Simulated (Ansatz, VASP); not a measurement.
# Ni in VASP and in Ansatz

The input INCAR:

```
  PREC = Accurate
  ENCUT = 600
  EDIFF = 1E-6
  ISMEAR = -1
  SIGMA = 0.05
  LREAL = F
  LASPH = T
  NELM = 120
  ALGO = Normal
  ISIF = 2
  LWAVE = F
  LCHARG = F
  GGA = PE
  NBANDS = 11
  GGA_COMPAT = F
```

The input KPOINTS:

```
Automatic mesh
0
Gamma
  12 12 12
```

POSCAR

```
Ni
1.0
    0.0000000000      1.7645800000      1.7645800000
    1.7645800000      0.0000000000      1.7645800000
    1.7645800000      1.7645800000      0.0000000000
Ni
1
Direct
    0.0000000000      0.0000000000      0.0000000000
```

Input for Ansatz:

```yaml
crystal:
  lattice:
    - [0.0, 1.76458, 1.76458]
    - [1.76458, 0.0, 1.76458]
    - [1.76458, 1.76458, 0.0]
  atoms:
    - { symbol: Ni, position: [0.0, 0.0, 0.0] }
hamiltonian:
  xc: pbe
  pseudopotentials: { kind: paw }
basis:
  ecutwfc: 420
kpoints:
  mp_grid: { grid: [12, 12, 12] }
scf:
  occupations: { method: fermi_dirac, width: 0.05 }
  lower_state_search: "off"
  algorithm: density_mixing
  max_iter: 70
  mixing: { algorithm: broyden, ndim: 8, beta: 1.0, preconditioner: none }
output:
  forces: true
  stress: true
```

Alike in both runs: task single point; functional PBE; k mesh 12 × 12 × 12; occupations fermi-dirac, width 0.05 eV; no spin polarisation.

|  | VASP | Ansatz |
| --- | --- | --- |
| version | VASP 6.6.1 | Ansatz 0.2.0 |
| potentials or method | VASP PAW PBE potentials, release 64 (Ni), cutoff 600 eV | PAW, plane waves, scalar-relativistic |
| valence electrons in the cell | 10 | 18 |

|  | VASP | Ansatz | Ansatz less VASP |
| --- | --- | --- | --- |
| pressure (GPa) | -3.0 | -3.0 | +0.03 |

The functional is the same, so the differences come from potentials, cutoffs and numerics. VASP's potentials hold 10 valence electrons a cell and Ansatz's 18, so a difference there can come from the potentials and not from the codes.
